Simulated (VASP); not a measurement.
# P: single point with PBE

The system is P.

```xyz
1
Lattice="0.0000 1.9190 1.9190 1.9190 0.0000 1.9190 1.9190 1.9190 0.0000" Properties=species:S:1:pos:R:3 pbc="T T T"
P     0.0000    0.0000    0.0000
```

This isn't the form of P at room conditions, which is orthorhombic.

- Program: VASP 6.6.1
- Task: single point
- Functional: PBE
- Potentials or basis: VASP PAW PBE potentials, release 64 (P)
- Cutoff: 520 eV
- k mesh: 17 × 17 × 17
- Occupations: fermi-dirac, width 0.05 eV
- Spin: no spin polarisation

```yaml
Pressure: 2.0 GPa
Band_gap_on_the_k_mesh: zero (an odd number of electrons rules out a gap without spin polarisation)
```

Levels at points of the mesh, in eV from the Fermi level:
| k point | band 1 | band 2 | band 3 | band 4 | band 5 | band 6 | band 7 |
| --- | --- | --- | --- | --- | --- | --- | --- |
| (0.00, 0.00, 0.00) | -16.69 | 7.00 | 7.00 | 7.00 | 11.44 | 11.44 | 11.44 |

Wall time 5.8 s on 1 thread of AMD EPYC 9R45 96-Core Processor (Zen 5), with other jobs on the host, peak memory 0.1 GiB.
